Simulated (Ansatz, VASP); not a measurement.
## One calculation of WS2, two programs

```
W S
1.0
     3.18321    0.00000    0.00000
    -1.59160    2.75674    0.00000
     0.00000    0.00000   23.66876
W S
2 4
Direct
  0.33333 0.66667 0.63732
  0.66667 0.33333 0.36268
  0.33333 0.66667 0.29682
  0.66667 0.33333 0.57144
  0.33333 0.66667 0.42856
  0.66667 0.33333 0.70318
```

Alike in both runs: task single point; functional LDA; k mesh 9 × 9 × 2; no spin polarisation.

```csv
,VASP,Ansatz
version,VASP 6.6.1,Ansatz 0.2.0
potentials or method,"VASP PAW LDA potentials, release 64 (W_sv, S), cutoff 520 eV","plane waves, PAW"
occupations,"methfessel-paxton of order 1, width 0.1 eV","cold, width 0.1 eV"
valence electrons in the cell,52,52
```

|  | VASP | Ansatz | Ansatz less VASP |
| --- | --- | --- | --- |
| gap on the k mesh at the Fermi level (eV) | 1.45 | 1.43 | -0.016 |

LDA's correlation is that of Perdew and Zunger in VASP and of Perdew and Wang (1992) in Ansatz.

Neither program's run includes spin-orbit coupling.
